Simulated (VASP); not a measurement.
A run of VASP 6.6.1 is set up as follows.

File INCAR:

```
ALGO = Normal ; EDIFF = 1E-7
ENCUT = 520 ; GGA = PE
ISIF = 2 ; ISMEAR = 0
LASPH = True ; LCHARG = False
LREAL = False ; LWAVE = False
NBANDS = 14 ; NELM = 80
PREC = Accurate ; SIGMA = 0.15
```

KPOINTS

```
k-points
0
Gamma
  16 16 16
```

File POSCAR:

```
HfB
1.0
    0.0000000000      2.4168788130      2.4168788130
    2.5860603299      0.0000000000      2.4168788130
    2.5860603299      2.4168788130      0.0000000000
Hf B
1 1
Direct
    0.4985215256      0.5014784744      0.5014784744
    0.0244116501     -0.0244116501     -0.0244116501
```

Potentials or basis: VASP PAW PBE potentials, release 64 (Hf_pv, B).

Command:

```bash
$ cat potpaw_PBE.64/Hf_pv/POTCAR potpaw_PBE.64/B/POTCAR > POTCAR
$ mpirun -np 1 vasp_std > vasp.out
```

(1) Estimate the band gap on the k mesh.

(2) Predict the pressure.

Results:

(1) zero (an odd number of electrons rules out a gap without spin polarisation).

(2) -8.4 GPa.

Caveat: the cell differs from its parent crystal (atoms displaced along a vibrational mode, the cell strained); the stress differs along the axes, from -18 to -4 GPa; spin-orbit coupling is left out, which moves the levels of the heavy elements; an odd number of electrons without spin polarisation forces a metal; a magnetic or distorted state may lie lower.
